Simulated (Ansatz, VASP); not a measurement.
One calculation of LiF, two programs

The input INCAR:

```
SYSTEM = LiF
  PREC = Accurate
  ENCUT = 520
  EDIFF = 1E-6
  ISMEAR = -1
  SIGMA = 0.02
  LREAL = .False.
  LASPH = .True.
  NELM = 100
  ALGO = Normal
  ISIF = 2
  LWAVE = .False.
  LCHARG = .True.
  GGA = PE
  LELF = .True.
  LVHAR = .True.
  NBANDS = 12
```

KPOINTS

```
Automatic mesh
0
Gamma
  10 10 10
  0 0 0
```

Contents of POSCAR:

```
LiF
1.0
    2.6616981819      0.0000000000      0.0000000000
    0.0000000000      2.6616981819      0.0000000000
    0.0000000000      0.0000000000      2.5502268064
Li F
1 1
Direct
    0.0000000000      0.0000000000      0.0000000000
    0.5000000000      0.5000000000      0.5000000000
```

Input for Ansatz:

```yaml
crystal:
  lattice:
    - [2.6616981819, 0.0, 0.0]
    - [0.0, 2.6616981819, 0.0]
    - [0.0, 0.0, 2.5502268064]
  atoms:
    - { symbol: Li, position: [0.0, 0.0, 0.0] }
    - { symbol: F, position: [0.5, 0.5, 0.5] }
kpoints:
  mp_grid: { grid: [10, 10, 10] }
  band_path:
    path: [[0.0, 0.0, 0.0], [0.0, 0.5, 0.0], [0.5, 0.5, 0.0], [0.5, 0.5, 0.5]]
    npoints: 1
hamiltonian:
  xc: pbe
scf:
  occupations: { method: fermi_dirac, width: 0.02 }
  n_extra_bands: 4
output:
  forces: true
  stress: true
  eigenvalues: true
  write_density: true
  write_potential: true
  elf: true
  volumetric_format: npy
```

Change from the starting cell: epitaxial_xy strain +5.8%.

Alike in both runs: task single point; functional PBE; k mesh 10 × 10 × 10; occupations fermi-dirac, width 0.02 eV; no spin polarisation.

|  | VASP | Ansatz |
| --- | --- | --- |
| version | VASP 6.6.1 | Ansatz 0.2.0 |
| potentials or method | VASP PAW PBE potentials, release 64 (Li_sv, F) | plane waves, PAW |
| plane-wave cutoff (eV) | 520 | 420 |
| valence electrons in the cell | 10 | 10 |

|  | VASP | Ansatz | Ansatz less VASP |
| --- | --- | --- | --- |
| gap on the k mesh at the Fermi level (eV) | 6.72 | 6.72 | -0.007 |

Noted on VASP's run: the cutoff is short for stress, so the pressure is rough.
